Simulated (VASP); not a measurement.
A run of VASP 6.6.1 is set up as follows.

Contents of POSCAR:

```
BrO2
1.0
    0.0000000000      2.5725604293      2.5725604293
    2.5725604293      0.0000000000      2.5725604293
    2.5725604293      2.5725604293      0.0000000000
Br O
1 2
Direct
    0.0000000000      0.0000000000      0.0000000000
    0.2500000000      0.2500000000      0.2500000000
    0.7500000000      0.7500000000      0.7500000000
```

INCAR.step1

```
PREC = Accurate
ENCUT = 520
ISMEAR = -1
SIGMA = 0.1
LREAL = F
LASPH = T
NELM = 100
NBANDS = 16
GGA = PE
ALGO = Normal
EDIFF = 1E-4
LWAVE = T
LCHARG = F
```

Contents of INCAR.step2:

```
PREC = Accurate
ENCUT = 520
EDIFF = 1E-6
ISMEAR = -1
SIGMA = 0.1
LREAL = F
LASPH = T
NELM = 100
ALGO = Normal
ISIF = 2
LWAVE = F
LCHARG = F
METAGGA = R2SCAN
LMIXTAU = T
NBANDS = 16
ISTART = 1
```

KPOINTS

```
Automatic mesh
0
Gamma
  11 11 11
```

Potentials or basis: VASP PAW PBE potentials, release 64 (Br, O).

The run is started by

```console
$ cat potpaw_PBE.64/Br/POTCAR potpaw_PBE.64/O/POTCAR > POTCAR
$ cp INCAR.step1 INCAR
$ mpirun -np 1 vasp_std > vasp.out
$ cp INCAR.step2 INCAR
$ mpirun -np 1 vasp_std > vasp.out
```

Question: Predict the pressure.

Answer: 7.3 GPa.

Caveat: the PAW data sets were made with another functional, which shifts forces and pressure a little; an odd number of electrons without spin polarisation forces a metal; a magnetic or distorted state may lie lower.
